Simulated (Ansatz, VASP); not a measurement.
# Ti in VASP and in Ansatz

INCAR

```
SYSTEM = Ti
ALGO = Fast ; EDIFF = 1E-6
ENCUT = 520 ; ISIF = 2
ISMEAR = -1 ; LASPH = .TRUE.
LCHARG = .FALSE. ; LREAL = .FALSE.
LWAVE = .FALSE. ; NBANDS = 19
NELM = 60 ; PREC = Accurate
SIGMA = 0.05
```

File KPOINTS:

```
k-points
0
G
  10 10 6
  0 0 0
```

File POSCAR:

```
Ti
1.0
    2.9888202413      0.0000000000      0.0000000000
   -1.4944101206      2.5883942563      0.0000000000
    0.0000000000      0.0000000000      4.7415860099
Ti
2
Direct
    0.6666666667      0.3333333333      0.7500000000
    0.3333333333      0.6666666667      0.2500000000
```

File input.yaml:

```yaml
crystal:
  lattice:
    - [2.9888202413, 0.0, 0.0]
    - [-1.4944101206, 2.5883942563, 0.0]
    - [0.0, 0.0, 4.7415860099]
  atoms:
    - { symbol: Ti, position: [0.6666666667, 0.3333333333, 0.75] }
    - { symbol: Ti, position: [0.3333333333, 0.6666666667, 0.25] }
hamiltonian:
  xc: lda
  pseudopotentials: { kind: paw }
kpoints:
  mp_grid: { grid: [10, 10, 6] }
scf:
  occupations: { method: fermi_dirac, width: 0.05 }
output:
  forces: true
  stress: true
  eigenvalues: true
  write_density: true
  write_potential: true
  elf: true
  volumetric_format: npy
```

Alike in both runs: task single point; functional LDA; k mesh 10 × 10 × 6; occupations fermi-dirac, width 0.05 eV; no spin polarisation.

```csv
,VASP,Ansatz
version,VASP 6.6.1,Ansatz 0.2.0
potentials or method,"VASP PAW LDA potentials, release 64 (Ti_sv)",Ansatz PAW
plane-wave cutoff (eV),520,420
valence electrons in the cell,24,24
```

VASP gave:

| Item | Value |
| --- | --- |
| gap on the k mesh at the Fermi level (eV) | none |
| pressure (GPa) | -13.2 |
| traceless stress, the component that is largest in VASP (GPa) | -0.44 |

Q: Which values does Ansatz return?

A: gap on the k mesh at the Fermi level (eV): none; pressure (GPa): -13.0; traceless stress, the component that is largest in VASP (GPa): -0.45.

LDA's correlation is that of Perdew and Zunger in VASP and of Perdew and Wang (1992) in Ansatz. A gap of «none» marks a metal or a gap that the smearing closes.
